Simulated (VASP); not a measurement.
A run of VASP 6.6.1:

INCAR

```
SYSTEM = Mo
PREC     = Accurate       ! precision mode
ENCUT    = 520            ! plane-wave cutoff, eV
EDIFF    = 1E-7           ! SCF threshold, eV
ISMEAR   = 0              ! smearing method
SIGMA    = 0.1            ! smearing width, eV
LREAL    = .False.        ! projectors in reciprocal space
LASPH    = .True.         ! aspherical terms in the spheres
NELM     = 60             ! most SCF steps
ALGO     = Normal         ! electronic algorithm
ISIF     = 2              ! what is computed and relaxed
LWAVE    = .False.        ! write WAVECAR
LCHARG   = .False.        ! write CHGCAR
LDIPOL   = .True.       
IDIPOL   = 3            
DIPOL    = 0.5 0.5 0.498
NBANDS   = 36             ! bands
```

File KPOINTS:

```
Automatic mesh
0
Gamma
  9 9 1
  0 0 0
```

POSCAR

```
Mo
1.0
    3.1111816891      0.0000000000      0.0000000000
    0.0000000000      3.1111816891      0.0000000000
    0.0000000000      0.0000000000     18.6667725336
Mo
4
Direct
    0.5000000000      0.5000000000      0.3749978732
    0.0000000000      0.0000000000      0.4583326244
    0.5000000000      0.5000000000      0.5438611620
    0.0000000000      0.0000000000      0.6165938572
```

Potentials or basis: VASP PAW LDA potentials, release 64 (Mo_sv).

Run with:

```sh
$ cat potpaw_LDA.64/Mo_sv/POTCAR > POTCAR
$ mpirun -np 1 vasp_std > vasp.out
```

Hardware: 1 thread of Intel(R) Xeon(R) Platinum 8259CL CPU @ 2.50GHz (Skylake/Cascade Lake), with other jobs on the host.

Q: Estimate the wall time of this run.

A: Run time: 2.6 min on 1 thread of Intel(R) Xeon(R) Platinum 8259CL CPU @ 2.50GHz (Skylake/Cascade Lake) (shared host), peak memory 0.25 GiB. Counts: scf iterations 29, k points 15.
